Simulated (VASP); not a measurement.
Input of a VASP 6.6.1 run:

The input INCAR:

```
SYSTEM = La
PREC     = Accurate       ! precision mode
ENCUT    = 520            ! plane-wave cutoff, eV
EDIFF    = 1E-6           ! SCF threshold, eV
ISMEAR   = -1             ! smearing method
SIGMA    = 0.1            ! smearing width, eV
LREAL    = .FALSE.        ! projectors in reciprocal space
LASPH    = .TRUE.         ! aspherical terms in the spheres
NELM     = 100            ! most SCF steps
ALGO     = Normal         ! electronic algorithm
ISIF     = 2              ! what is computed and relaxed
LWAVE    = .FALSE.        ! write WAVECAR
LCHARG   = .FALSE.        ! write CHGCAR
GGA      = RP             ! functional
NBANDS   = 18             ! bands
```

KPOINTS

```
Automatic mesh
0
G
  11 11 6
  0 0 0
```

The input POSCAR:

```
La
1.0
   -2.1014886232      2.5561520127      1.8735024950
    2.5561520127     -2.1014886232      1.8735024950
    4.2464981132      4.2464981132     -1.0407856646
La
2
Direct
    0.0415150446      0.9584849554      0.0000000000
    0.7084849554      0.2915150446      0.5000000000
```

Potentials or basis: VASP PAW PBE potentials, release 64 (La).

Run with:

```sh
$ cat potpaw_PBE.64/La/POTCAR > POTCAR
$ mpirun -np 1 vasp_std > vasp.out
```

Problem. Predict the pressure.

Solution. 1.1 GPa.

Problem. What does it give for the band gap on the k mesh?

Solution. Zero (bands 11 and 12 overlap by 1.44 eV).

Caveat: the PAW data sets were made with another functional, which shifts forces and pressure a little; spin-orbit coupling is left out, which moves the levels of the heavy elements.
